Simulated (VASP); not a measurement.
# Mn (Fd-3m) in VASP: notebook

The runs below take Mn through single point, with PBEsol.

Everything below comes from runs of VASP 6.6.1. Logs are shortened: lines on timing, memory, paths and dates and some standing lists are left out, and cuts for length are marked.

**1. The cell of the first run**

It takes space group Fd-3m (No. 227, cubic). Conventional cell: a = 4.118 Å, b = 4.118 Å, c = 4.118 Å, α = 90.00°, β = 90.00°, γ = 90.00°. Mn (site symmetry -43m) has 4 Mn at 1.78 Å within 2.4 Å.

**2. Single point, PBEsol, collinear spin, ferromagnetic start (volume scaled by 0.6)**

INCAR reads:

```
SYSTEM = Mn
PREC = Accurate ; ENCUT = 520
EDIFF = 1E-7 ; ISMEAR = -1
SIGMA = 0.08 ; LREAL = .False.
LASPH = .True. ; NELM = 150
ALGO = Normal ; ISIF = 2
LWAVE = .False. ; LCHARG = .True.
ISPIN = 2 ; MAGMOM = 3 3
LORBIT = 11 ; LMAXMIX = 4
GGA = PS ; LELF = .True.
LVHAR = .True. ; NBANDS = 24
```

KPOINTS reads:

```
regular mesh
0
Gamma
  15 15 15
  0 0 0
```

POSCAR reads:

```
Mn
1.0
    0.0000000000      2.0591854888      2.0591854888
    2.0591854888      0.0000000000      2.0591854888
    2.0591854888      2.0591854888      0.0000000000
Mn
2
Direct
   -0.1250000000     -0.1250000000     -0.1250000000
    0.1250000000      0.1250000000      0.1250000000
```

Potentials or basis: VASP PAW PBE potentials, release 64 (Mn_pv).

Command:

```
$ cat potpaw_PBE.64/Mn_pv/POTCAR > POTCAR
$ mpirun -np 1 vasp_std > vasp.out
```

OUTCAR:

```text
SYSTEM = Mn
   PREC = Accurate
   ENCUT = 520
   EDIFF = 1E-7
   ISMEAR = -1
   LREAL = .False.
   LASPH = .True.
   NELM = 150
   ISIF = 2
   ISPIN = 2
   LORBIT = 11
   GGA = PS

 ion  position               nearest neighbor table
   1  0.875  0.875  0.875-   2 1.78   2 1.78   2 1.78   2 1.78
   2  0.125  0.125  0.125-   1 1.78   1 1.78   1 1.78   1 1.78

  LATTYP: Found a face centered cubic cell.
 ALAT       =     4.1183709776

  Lattice vectors:

 A1 = (   0.0000000000,   2.0591854888,   2.0591854888)
 A2 = (   2.0591854888,   0.0000000000,   2.0591854888)
 A3 = (   2.0591854888,   2.0591854888,   0.0000000000)

Analysis of symmetry for initial positions (statically):
=====================================================================
 Subroutine PRICEL returns:
 Original cell was already a primitive cell.

 Routine SETGRP: Setting up the symmetry group for a
 face centered cubic supercell.

 Subroutine GETGRP returns: Found 48 space group operations
 (whereof 12 operations were pure point group operations)
 out of a pool of 48 trial point group operations.

The static configuration has the point symmetry D_3d.
 The point group associated with its full space group is O_h .

Analysis of symmetry for dynamics (positions and initial velocities):
=====================================================================
 Subroutine PRICEL returns:
 Original cell was already a primitive cell.

 Routine SETGRP: Setting up the symmetry group for a
 face centered cubic supercell.

 Subroutine GETGRP returns: Found 48 space group operations
 (whereof 12 operations were pure point group operations)
 out of a pool of 48 trial point group operations.

The dynamic configuration has the point symmetry D_3d.
 The point group associated with its full space group is O_h .

Analysis of structural, dynamic, and magnetic symmetry:
=====================================================================
 Subroutine PRICEL returns:
 Original cell was already a primitive cell.

 Routine SETGRP: Setting up the symmetry group for a
 face centered cubic supercell.

 Subroutine GETGRP returns: Found 48 space group operations
 (whereof 12 operations were pure point group operations)
 out of a pool of 48 trial point group operations.

The overall configuration has the point symmetry D_3d.
 The point group associated with its full space group is O_h .

 Subroutine INISYM returns: Found 48 space group operations
 (whereof 12 operations are pure point group operations),
 and found     1 'primitive' translations

----------------------------------------------------------------------------------------

                                     Primitive cell

  volume of cell :      17.4629

  direct lattice vectors                    reciprocal lattice vectors
     0.000000000  2.059185489  2.059185489    -0.242814454  0.242814454  0.242814454
     2.059185489  0.000000000  2.059185489     0.242814454 -0.242814454  0.242814454
     2.059185489  2.059185489  0.000000000     0.242814454  0.242814454 -0.242814454

  length of vectors
     2.912128046  2.912128046  2.912128046     0.420566971  0.420566971  0.420566971

  position of ions in fractional coordinates (direct lattice)
     0.875000000  0.875000000  0.875000000
     0.125000000  0.125000000  0.125000000

  ion indices of the primitive-cell ions
   primitive index   ion index
                 1           1
                 2           2

----------------------------------------------------------------------------------------

 KPOINTS: regular mesh

Automatic generation of k-mesh.
 Grid dimensions read from file:
 generate k-points for:   15   15   15

 Generating k-lattice:

  Cartesian coordinates                     Fractional coordinates (reciprocal lattice)
    -0.016187630  0.016187630  0.016187630     0.066666667  0.000000000  0.000000000
     0.016187630 -0.016187630  0.016187630     0.000000000  0.066666667  0.000000000
     0.016187630  0.016187630 -0.016187630     0.000000000  0.000000000  0.066666667

  Length of vectors
     0.028037798  0.028037798  0.028037798

  Shift w.r.t. Gamma in fractional coordinates (k-lattice)
     0.000000000  0.000000000  0.000000000

 Subroutine IBZKPT returns following result:
 ===========================================

 Found    120 irreducible k-points:

 Following reciprocal coordinates:
            Coordinates               Weight
  0.000000  0.000000  0.000000      1.000000
  0.066667  0.000000  0.000000      8.000000
  0.133333  0.000000  0.000000      8.000000
  0.200000  0.000000  0.000000      8.000000
  0.266667  0.000000  0.000000      8.000000
  0.333333  0.000000  0.000000      8.000000
[... 16 lines left out ...]
  0.133333  0.133333  0.000000      6.000000
  0.200000  0.133333  0.000000     24.000000
 [... further k-points ...]
   k-points           NKPTS =    120   k-points in BZ     NKDIM =    120   number of bands    NBANDS=     24
   number of dos      NEDOS =    301   number of ions     NIONS =      2
   total plane-waves  NPLWV =  13824
   dimension x,y,z NGX =    24 NGY =   24 NGZ =   24
   dimension x,y,z NGXF=    48 NGYF=   48 NGZF=   48
   ions per type =               2
   NGX,Y,Z   is equivalent  to a cutoff of  13.70, 13.70, 13.70 a.u.
   NGXF,Y,Z  is equivalent  to a cutoff of  27.40, 27.40, 27.40 a.u.
 SYSTEM =  Mn
   PREC   = accura    normal or accurate (medium, high low for compatibility)
   ISTART =      0    job   : 0-new  1-cont  2-samecut
   ICHARG =      2    charge: 1-file 2-atom 10-const
   ISPIN  =      2    spin polarized calculation?
   LNONCOLLINEAR =      F non collinear calculations
   LSORBIT =      F    spin-orbit coupling
   LASPH  =      T    aspherical Exc in radial PAW
   ENCUT  =  520.0 eV  38.22 Ry    6.18 a.u.   5.41  5.41  5.41*2*pi/ulx,y,z
   NELM   =    150;   NELMIN=  2; NELMDL= -5     # of ELM steps
   EDIFF  = 0.1E-06   stopping-criterion for ELM
   LREAL  =      F    real-space projection
   EDIFFG = 0.1E-05   stopping-criterion for IOM
   NSW    =      0    number of steps for IOM
   IBRION =     -1    ionic relax: 0-MD 1-quasi-New 2-CG
   NFREE  =      0    steps in history (QN), initial steepest desc. (CG)
   ISIF   =      2    stress and relaxation
   ISYM   =      2    0-nonsym 1-usesym 2-fastsym
   POTIM  = 0.5000    time-step for ionic-motion
   TEBEG  =    0.0;   TEEND  =   0.0 temperature during run
   PSTRESS=    0.0 pullay stress
   NELECT =      26.0000    total number of electrons
   NUPDOWN=      -1.0000    fix difference up-down
   EMIN   =  10.00;   EMAX   =-10.00  energy-range for DOS
   EFERMI =   0.00;   METHOD = LEGACY
   ISMEAR =    -1;   SIGMA  =   0.08  broadening in eV -4-tet -1-fermi 0-gaus
   EFERMI_NEDOS =   21; number of points for ismear=-14 and -15
   IALGO  =     38    algorithm
   IMIX   =      4    mixing-type and parameters
     AMIX     =   0.40;   BMIX     =  1.00
     AMIX_MAG =   1.60;   BMIX_MAG =  1.00
  volume/ion in A,a.u.               =       8.73        58.92
  Fermi-wavevector in a.u.,A,eV,Ry     =   1.869364  3.532585 47.545841  3.494521
  Thomas-Fermi vector in A             =   2.915418
   LORBIT       =     11    0 simple, 1 ext, 2 COOP (PROOUT), +10 PAW based schemes
   GGA     = PS    functional components
   LHFCALC =     F    Hartree Fock is set to
   AEXX    =    0.0000 exact exchange contribution
   IVDW    =     0    specifies the selected vdW correction
   LEPSILON=     F    determine dielectric tensor
   LRPA    =     F    only Hartree local field effects (RPA)
 spin polarized calculation
  energy-cutoff  :      520.00
  volume of cell :       17.46
 maximum number of plane-waves:       495
 NGX is ok and might be reduce to    24
   NGX = 11   NGY = 11   NGZ = 11

 number of electron      26.0000020 magnetization       0.0038588

 number of electron      26.0000020 magnetization      -0.0000316

 Free energy of the ion-electron system (eV)
  ---------------------------------------------------
  ext. energy  EPLUGINS =         0.00000000
  ---------------------------------------------------
  free energy    TOTEN  =       -10.32544616 eV

  energy without entropy =      -10.27827791  energy(sigma->0) =      -10.30186203

 E-fermi :  13.9203     XC(G=0): -15.0824

 val. band max:       13.9160562499   @ k =  -0.2667   0.2667   0.0000
 cond. band min:      13.9211849585   @ k =  -0.4000   0.2667   0.0000
 fundamental gap:      0.0051287086
 Fermi energy:        13.9203426171

 spin component 1

 k-point     1 :       0.0000    0.0000    0.0000
  band No.  band energies     occupation
      1     -35.6282      1.00000
      2     -35.6282      1.00000
      3     -35.6282      1.00000
      4     -32.9309      1.00000
      5     -32.9309      1.00000
      6     -32.9309      1.00000
[... 16 lines left out ...]
     23      36.5044      0.00000
     24      36.5044      0.00000
[... 598 lines left out ...]
      2     -35.8663      1.00000
      3     -35.4623      1.00000
      4     -33.1134      1.00000
      5     -32.6699      1.00000
      6     -32.6694      1.00000
[... 16 lines left out ...]
     23      36.9308      0.00000
     24      37.3032      0.00000

 [... further k-points ...]

 spin component 2

 k-point     1 :       0.0000    0.0000    0.0000
  band No.  band energies     occupation
      1     -35.6282      1.00000
      2     -35.6282      1.00000
      3     -35.6282      1.00000
      4     -32.9309      1.00000
      5     -32.9309      1.00000
      6     -32.9309      1.00000
[... 16 lines left out ...]
     23      36.5044      0.00000
     24      36.5044      0.00000
[... 598 lines left out ...]
      2     -35.8663      1.00000
      3     -35.4623      1.00000
      4     -33.1134      1.00000
      5     -32.6699      1.00000
      6     -32.6694      1.00000
[... 16 lines left out ...]
     23      36.9308      0.00000
     24      37.3032      0.00000

 [... further k-points ...]
[... 5 lines left out ...]
  --------------------------------------------------------------------------------------
  -------------------------------------------------------------------------------------
  Total       29.3295050     29.3295050     29.3295050     -0.0000000     -0.0000000     -0.0000000
  in kB     2690.9083895   2690.9083895   2690.9083895     -0.0000000     -0.0000000     -0.0000000
  external PRESSURE =    2690.9083895 kB  Pullay stress =       0.0000000 kB

 VOLUME and BASIS-vectors are now :
 -----------------------------------------------------------------------------
  energy-cutoff  :      520.00
  volume of cell :       17.46
      direct lattice vectors                 reciprocal lattice vectors
     0.000000000  2.059185489  2.059185489    -0.242814454  0.242814454  0.242814454
     2.059185489  0.000000000  2.059185489     0.242814454 -0.242814454  0.242814454
     2.059185489  2.059185489  0.000000000     0.242814454  0.242814454 -0.242814454

 POSITION                                       TOTAL-FORCE (eV/Angst)
 -----------------------------------------------------------------------------------
      3.60357      3.60357      3.60357         0.000000     -0.000000     -0.000000
      0.51480      0.51480      0.51480        -0.000000      0.000000      0.000000
 -----------------------------------------------------------------------------------
    total drift:                                0.000000      0.000000      0.000000

  FREE ENERGIE OF THE ION-ELECTRON SYSTEM (eV)
  ---------------------------------------------------
  free  energy   TOTEN  =       -10.3254461571 eV

  energy  without entropy=      -10.2782779052  energy(sigma->0) =      -10.30186203

 total charge

# of ion       s       p       d       tot
------------------------------------------
    1        0.640   6.536   6.206  13.381
    2        0.640   6.536   6.206  13.381
--------------------------------------------------
tot          1.279  13.072  12.412  26.763

 magnetization (x)

# of ion       s       p       d       tot
------------------------------------------
    1       -0.000  -0.000  -0.000  -0.000
    2       -0.000  -0.000  -0.000  -0.000
--------------------------------------------------
tot         -0.000  -0.000  -0.000  -0.000
```

It took 2.3 min on 1 thread of Intel Xeon Platinum 8259CL at 2.50GHz (Skylake/Cascade Lake), shared host; peak memory 0.19 GiB.

Results:

| Quantity | Value |
| --- | --- |
| Free energy | -10.3254 eV |
| Pressure | 269.1 GPa |
| Band gap on the k mesh | zero (filled and empty bands overlap) |
| Net moment | 0.00 μB per cell |

Caveat: the starting moments collapsed, and a magnetic state may lie lower; the PAW data sets were made with another functional, which shifts forces and pressure a little.

**3. Single point, PBEsol, collinear spin, ferromagnetic start (volume scaled by 0.7)**

INCAR reads:

```
SYSTEM = Mn
ALGO = Normal ; EDIFF = 1E-6
ENCUT = 520 ; GGA = PS
ISIF = 2 ; ISMEAR = -1
ISPIN = 2 ; LASPH = .True.
LCHARG = .False. ; LMAXMIX = 4
LORBIT = 11 ; LREAL = .False.
LWAVE = .False. ; MAGMOM = 3 3
NBANDS = 24 ; NELM = 150
PREC = Accurate ; SIGMA = 0.08
```

KPOINTS reads:

```
k-points
0
Gamma
  15 15 15
  0 0 0
```

POSCAR reads:

```
Mn
1.0
    0.0000000000      2.1677593376      2.1677593376
    2.1677593376      0.0000000000      2.1677593376
    2.1677593376      2.1677593376      0.0000000000
Mn
2
Direct
   -0.1250000000     -0.1250000000     -0.1250000000
    0.1250000000      0.1250000000      0.1250000000
```

Potentials or basis: VASP PAW PBE potentials, release 64 (Mn_pv).

Command:

```
$ cat potpaw_PBE.64/Mn_pv/POTCAR > POTCAR
$ mpirun -np 1 vasp_std > vasp.out
```

Wall time 2.1 min (1 thread of Intel Xeon Platinum 8259CL at 2.50GHz (Skylake/Cascade Lake), shared host); peak memory 0.2 GiB.

The run converged. Its results:

```yaml
Free_energy: -13.8524 eV
Pressure: 133.3 GPa
Band_gap_on_the_k_mesh: zero (filled and empty bands overlap)
Net_moment: 0.00 μB per cell
Valence_electrons_inside_the_program's_atomic_spheres: Mn 12.93
```

Levels at points of the mesh, in eV from the Fermi level:
Spin up:
```csv
k point,band 9,band 10,band 11,band 12,band 13,band 14,band 15,band 16,band 17,band 18
"(0.00, 0.00, 0.00)",-3.99,-2.69,-2.69,-2.69,0.52,0.52,0.52,3.60,3.60,17.54
```
Spin down:
| k point | band 10 | band 11 | band 12 | band 13 | band 14 | band 15 | band 16 | band 17 |
| --- | --- | --- | --- | --- | --- | --- | --- | --- |
| (0.00, 0.00, 0.00) | -2.69 | -2.69 | -2.69 | 0.52 | 0.52 | 0.52 | 3.60 | 3.60 |

Caveat: the starting moments collapsed, and a magnetic state may lie lower; the PAW data sets were made with another functional, which shifts forces and pressure a little.
